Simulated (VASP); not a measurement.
# CsPbBr3 (P4/mmm) in VASP: single point with PBE

Aim: the single point of CsPbBr3 with PBE.

Program: VASP 6.6.1. These are calculated values, not measurements. Logs are shortened: lines on timing, memory, paths and dates and some standing lists are left out, and cuts for length are marked.

### 1 The cell of the first run

It takes space group P4/mmm (No. 123, tetragonal). Conventional cell: a = 5.870 Å, b = 5.870 Å, c = 6.222 Å, α = 90.00°, β = 90.00°, γ = 90.00°. Within 5.4 Å of Cs (site symmetry 4/mmm) lie 12 Br at 4.15 to 4.28 Å and 8 Pb at 5.19 Å. Within 3.9 Å of Pb (site symmetry 4/mmm) lie 6 Br at 2.94 to 3.11 Å. Br (site symmetry mmm) has 2 Pb at 2.94 Å within 3.9 Å. Within 4.3 Å of Br (site symmetry 4/mmm) lie 2 Pb at 3.11 Å and 4 Cs at 4.15 Å and 8 Br at 4.28 Å.

### 2 Single point, PBE (strain +0.0600 x Voigt [0, 1, 0, 0, 0, 0])

The input, INCAR:

```
SYSTEM = CsPbBr3
PREC = Accurate
ENCUT = 520
EDIFF = 1E-7
ISMEAR = 0
SIGMA = 0.05
LREAL = .False.
LASPH = .True.
NELM = 60
ALGO = Normal
ISIF = 2
LWAVE = .False.
LCHARG = .True.
GGA = PE
LELF = .True.
LVHAR = .True.
NBANDS = 30
```

The input, KPOINTS:

```
Automatic mesh
0
Gamma
  6 6 6
  0 0 0
```

The input, POSCAR:

```
CsPbBr3
1.0
    5.8700000000      0.0000000000      0.0000000000
    0.0000000000      6.2222000000      0.0000000000
    0.0000000000      0.0000000000      5.8700000000
Cs Pb Br
1 1 3
Direct
    0.0000000000      0.0000000000      0.0000000000
    0.5000000000      0.5000000000      0.5000000000
    0.0000000000      0.5000000000      0.5000000000
    0.5000000000      0.0000000000      0.5000000000
    0.5000000000      0.5000000000      0.0000000000
```

Potentials or basis: VASP PAW PBE potentials, release 64 (Cs_sv, Pb_d, Br).

On the command line:

```sh
$ cat potpaw_PBE.64/Cs_sv/POTCAR potpaw_PBE.64/Pb_d/POTCAR potpaw_PBE.64/Br/POTCAR > POTCAR
$ mpirun -np 1 vasp_std > vasp.out
```

OUTCAR:

```text
SYSTEM = CsPbBr3
   PREC = Accurate
   ENCUT = 520
   EDIFF = 1E-7
   ISMEAR = 0
   LREAL = .False.
   LASPH = .True.
   NELM = 60
   ISIF = 2
   GGA = PE

 ion  position               nearest neighbor table
   1  0.000  0.000  0.000-
   2  0.500  0.500  0.500-   3 2.94   5 2.94   5 2.94   3 2.94   4 3.11   4 3.11
   3  0.000  0.500  0.500-   2 2.94   2 2.94
   4  0.500  0.000  0.500-   2 3.11   2 3.11
   5  0.500  0.500  0.000-   2 2.94   2 2.94

  LATTYP: Found a simple tetragonal cell.
 ALAT       =     5.8700000000
 C/A-ratio  =     1.0600000000

  Lattice vectors:

 A1 = (  -5.8700000000,   0.0000000000,   0.0000000000)
 A2 = (   0.0000000000,   0.0000000000,   5.8700000000)
 A3 = (   0.0000000000,   6.2222000000,   0.0000000000)

Analysis of symmetry for initial positions (statically):
=====================================================================
 Subroutine PRICEL returns:
 Original cell was already a primitive cell.

 Routine SETGRP: Setting up the symmetry group for a
 simple tetragonal supercell.

 Subroutine GETGRP returns: Found 16 space group operations
 (whereof 16 operations were pure point group operations)
 out of a pool of 16 trial point group operations.

The static configuration has the point symmetry D_4h.

Analysis of symmetry for dynamics (positions and initial velocities):
=====================================================================
 Subroutine PRICEL returns:
 Original cell was already a primitive cell.

 Routine SETGRP: Setting up the symmetry group for a
 simple tetragonal supercell.

 Subroutine GETGRP returns: Found 16 space group operations
 (whereof 16 operations were pure point group operations)
 out of a pool of 16 trial point group operations.

The dynamic configuration has the point symmetry D_4h.

 Subroutine INISYM returns: Found 16 space group operations
 (whereof 16 operations are pure point group operations),
 and found     1 'primitive' translations

----------------------------------------------------------------------------------------

                                     Primitive cell

  volume of cell :     214.3977

  direct lattice vectors                    reciprocal lattice vectors
     5.870000000  0.000000000  0.000000000     0.170357751  0.000000000  0.000000000
     0.000000000  6.222200000  0.000000000     0.000000000  0.160714860  0.000000000
     0.000000000  0.000000000  5.870000000     0.000000000  0.000000000  0.170357751

  length of vectors
     5.870000000  6.222200000  5.870000000     0.170357751  0.160714860  0.170357751

  position of ions in fractional coordinates (direct lattice)
     0.000000000  0.000000000  0.000000000
     0.500000000  0.500000000  0.500000000
     0.000000000  0.500000000  0.500000000
     0.500000000  0.000000000  0.500000000
     0.500000000  0.500000000  0.000000000

  ion indices of the primitive-cell ions
   primitive index   ion index
                 1           1
                 2           2
                 3           3
                 4           4
                 5           5

----------------------------------------------------------------------------------------

 KPOINTS: Automatic mesh

Automatic generation of k-mesh.
 Grid dimensions read from file:
 generate k-points for:    6    6    6

 Generating k-lattice:

  Cartesian coordinates                     Fractional coordinates (reciprocal lattice)
     0.028392959  0.000000000  0.000000000     0.166666667  0.000000000  0.000000000
     0.000000000  0.026785810  0.000000000     0.000000000  0.166666667  0.000000000
     0.000000000  0.000000000  0.028392959     0.000000000  0.000000000  0.166666667

  Length of vectors
     0.028392959  0.026785810  0.028392959

  Shift w.r.t. Gamma in fractional coordinates (k-lattice)
     0.000000000  0.000000000  0.000000000

 Subroutine IBZKPT returns following result:
 ===========================================

 Found     40 irreducible k-points:

 Following reciprocal coordinates:
            Coordinates               Weight
  0.000000  0.000000  0.000000      1.000000
  0.166667  0.000000  0.000000      4.000000
  0.333333  0.000000  0.000000      4.000000
  0.500000  0.000000  0.000000      2.000000
  0.000000  0.166667  0.000000      2.000000
  0.166667  0.166667  0.000000      8.000000
[... 16 lines left out ...]
  0.166667  0.333333  0.166667      8.000000
  0.333333  0.333333  0.166667     16.000000
 [... further k-points ...]
   k-points           NKPTS =     40   k-points in BZ     NKDIM =     40   number of bands    NBANDS=     30
   number of dos      NEDOS =    301   number of ions     NIONS =      5
   total plane-waves  NPLWV = 110592
   dimension x,y,z NGX =    48 NGY =   48 NGZ =   48
   dimension x,y,z NGXF=    96 NGYF=   96 NGZF=   96
   ions per type =               1   1   3
   NGX,Y,Z   is equivalent  to a cutoff of  13.59, 12.82, 13.59 a.u.
   NGXF,Y,Z  is equivalent  to a cutoff of  27.19, 25.65, 27.19 a.u.
 SYSTEM =  CsPbBr3
   PREC   = accura    normal or accurate (medium, high low for compatibility)
   ISTART =      0    job   : 0-new  1-cont  2-samecut
   ICHARG =      2    charge: 1-file 2-atom 10-const
   ISPIN  =      1    spin polarized calculation?
   LNONCOLLINEAR =      F non collinear calculations
   LSORBIT =      F    spin-orbit coupling
   LASPH  =      T    aspherical Exc in radial PAW
   ENCUT  =  520.0 eV  38.22 Ry    6.18 a.u.  10.91 11.57 10.91*2*pi/ulx,y,z
   NELM   =     60;   NELMIN=  2; NELMDL= -5     # of ELM steps
   EDIFF  = 0.1E-06   stopping-criterion for ELM
   LREAL  =      F    real-space projection
   EDIFFG = 0.1E-05   stopping-criterion for IOM
   NSW    =      0    number of steps for IOM
   IBRION =     -1    ionic relax: 0-MD 1-quasi-New 2-CG
   NFREE  =      0    steps in history (QN), initial steepest desc. (CG)
   ISIF   =      2    stress and relaxation
   ISYM   =      2    0-nonsym 1-usesym 2-fastsym
   POTIM  = 0.5000    time-step for ionic-motion
   TEBEG  =    0.0;   TEEND  =   0.0 temperature during run
   PSTRESS=    0.0 pullay stress
   NELECT =      44.0000    total number of electrons
   NUPDOWN=      -1.0000    fix difference up-down
   EMIN   =  10.00;   EMAX   =-10.00  energy-range for DOS
   EFERMI =   0.00;   METHOD = LEGACY
   ISMEAR =     0;   SIGMA  =   0.05  broadening in eV -4-tet -1-fermi 0-gaus
   EFERMI_NEDOS =   21; number of points for ismear=-14 and -15
   IALGO  =     38    algorithm
   IMIX   =      4    mixing-type and parameters
     AMIX     =   0.40;   BMIX     =  1.00
     AMIX_MAG =   1.60;   BMIX_MAG =  1.00
  volume/ion in A,a.u.               =      42.88       289.37
  Fermi-wavevector in a.u.,A,eV,Ry     =   0.965648  1.824811 12.687116  0.932477
  Thomas-Fermi vector in A             =   2.095383
   LORBIT       =      0    0 simple, 1 ext, 2 COOP (PROOUT), +10 PAW based schemes
   GGA     = PE    functional components
   LHFCALC =     F    Hartree Fock is set to
   AEXX    =    0.0000 exact exchange contribution
   IVDW    =     0    specifies the selected vdW correction
   LEPSILON=     F    determine dielectric tensor
   LRPA    =     F    only Hartree local field effects (RPA)
 non-spin polarized calculation
 Gauss-broadening in eV      SIGMA  =   0.05
  energy-cutoff  :      520.00
  volume of cell :      214.40
 maximum number of plane-waves:      5816
 NGX is ok and might be reduce to    48
   NGX = 21   NGY = 23   NGZ = 21

 number of electron      44.0000001 magnetization

 Free energy of the ion-electron system (eV)
  ---------------------------------------------------
  ext. energy  EPLUGINS =         0.00000000
  ---------------------------------------------------
  free energy    TOTEN  =       -15.84254481 eV

  energy without entropy =      -15.84254481  energy(sigma->0) =      -15.84254481

 E-fermi :   0.9498     XC(G=0):  -7.3974

 val. band max:        0.7079514911   @ k =   0.5000   0.5000   0.5000
 cond. band min:       2.2013459061   @ k =   0.5000   0.5000   0.5000
 fundamental gap:      1.4933944149
 Fermi energy:         0.9498086517

 k-point     1 :       0.0000    0.0000    0.0000
  band No.  band energies     occupation
      1     -20.5831      2.00000
      2     -16.0229      2.00000
      3     -15.9854      2.00000
      4     -15.8873      2.00000
      5     -15.8873      2.00000
      6     -15.8684      2.00000
[... 22 lines left out ...]
     29       5.9752      0.00000
     30       6.8792      0.00000

 k-point     2 :       0.1667    0.0000    0.0000
  band No.  band energies     occupation
      1     -20.5829      2.00000
      2     -16.0134      2.00000
      3     -15.9796      2.00000
      4     -15.8875      2.00000
      5     -15.8873      2.00000
      6     -15.8686      2.00000
[... 22 lines left out ...]
     29       6.0970      0.00000
     30       6.1970      0.00000

 k-point     3 :       0.3333    0.0000    0.0000
  band No.  band energies     occupation
      1     -20.5824      2.00000
      2     -16.0035      2.00000
      3     -15.9581      2.00000
      4     -15.8880      2.00000
      5     -15.8872      2.00000
      6     -15.8691      2.00000
[... 22 lines left out ...]
     29       6.2214      0.00000
     30       6.7208      0.00000

 k-point     4 :       0.5000    0.0000    0.0000
  band No.  band energies     occupation
      1     -20.5821      2.00000
      2     -16.0014      2.00000
      3     -15.9441      2.00000
      4     -15.8882      2.00000
      5     -15.8872      2.00000
      6     -15.8693      2.00000
[... 22 lines left out ...]
     29       6.3454      0.00000
     30       7.2502      0.00000

 k-point     5 :       0.0000    0.1667    0.0000
  band No.  band energies     occupation
      1     -20.5830      2.00000
      2     -16.0229      2.00000
      3     -15.9798      2.00000
      4     -15.8873      2.00000
      5     -15.8873      2.00000
      6     -15.8684      2.00000
[... 22 lines left out ...]
     29       6.0498      0.00000
     30       6.8554      0.00000
[... 526 lines left out ...]
     29       6.5091      0.00000
     30       6.8199      0.00000

 k-point    22 :       0.5000    0.1667    0.1667
  band No.  band energies     occupation
      1     -20.5819      2.00000
      2     -15.9835      2.00000
      3     -15.9397      2.00000
      4     -15.8883      2.00000
      5     -15.8876      2.00000
      6     -15.8696      2.00000
[... 22 lines left out ...]
     29       6.6313      0.00000
     30       7.0301      0.00000

 k-point    23 :       0.1667    0.3333    0.1667
  band No.  band energies     occupation
      1     -20.5823      2.00000
      2     -16.0005      2.00000
      3     -15.9593      2.00000
      4     -15.8878      2.00000
      5     -15.8878      2.00000
      6     -15.8689      2.00000
[... 22 lines left out ...]
     29       6.6505      0.00000
     30       6.7727      0.00000

 k-point    24 :       0.3333    0.3333    0.1667
  band No.  band energies     occupation
      1     -20.5819      2.00000
      2     -15.9837      2.00000
      3     -15.9437      2.00000
      4     -15.8883      2.00000
      5     -15.8878      2.00000
      6     -15.8693      2.00000
[... 22 lines left out ...]
     29       6.7466      0.00000
     30       6.8825      0.00000

 [... further k-points ...]

------------------------ aborting loop because EDIFF is reached ----------------------------------------

  FORCE on cell =-STRESS in cart. coord.  units (eV):
  Direction    XX          YY          ZZ          XY          YZ          ZX
  --------------------------------------------------------------------------------------
  -------------------------------------------------------------------------------------
  Total        1.2970296     -1.3653979      1.2970296      0.0000000      0.0000000      0.0000000
  in kB        9.6926002    -10.2035110      9.6926002      0.0000000      0.0000000      0.0000000
  external PRESSURE =       3.0605632 kB  Pullay stress =       0.0000000 kB

 VOLUME and BASIS-vectors are now :
 -----------------------------------------------------------------------------
  energy-cutoff  :      520.00
  volume of cell :      214.40
      direct lattice vectors                 reciprocal lattice vectors
     5.870000000  0.000000000  0.000000000     0.170357751  0.000000000  0.000000000
     0.000000000  6.222200000  0.000000000     0.000000000  0.160714860  0.000000000
     0.000000000  0.000000000  5.870000000     0.000000000  0.000000000  0.170357751

 POSITION                                       TOTAL-FORCE (eV/Angst)
 -----------------------------------------------------------------------------------
      0.00000      0.00000      0.00000         0.000000      0.000000      0.000000
      2.93500      3.11110      2.93500         0.000000      0.000000      0.000000
      0.00000      3.11110      2.93500         0.000000      0.000000      0.000000
      2.93500      0.00000      2.93500         0.000000      0.000000      0.000000
      2.93500      3.11110      0.00000         0.000000      0.000000      0.000000
 -----------------------------------------------------------------------------------
    total drift:                                0.000000     -0.000000     -0.000000

  FREE ENERGIE OF THE ION-ELECTRON SYSTEM (eV)
  ---------------------------------------------------
  free  energy   TOTEN  =       -15.8425448135 eV

  energy  without entropy=      -15.8425448135  energy(sigma->0) =      -15.84254481
```

It took 3.1 min on 1 thread of Intel Xeon Platinum 8375C at 2.90GHz (Ice Lake), shared host; peak memory 0.48 GiB.

What came out:

```
Free energy            : -15.8425 eV
Pressure               : 0.3 GPa
Band gap on the k mesh : 1.49 eV
```

Stress tensor (GPa, compression positive):
```
 0.97  0.00  0.00
 0.00 -1.02  0.00
 0.00  0.00  0.97
```

Caveat: the cell differs from its parent crystal (strain +0.0600 x Voigt [0, 1, 0, 0, 0, 0]); spin-orbit coupling is left out, which moves the levels of the heavy elements. A k mesh can miss the band edges.
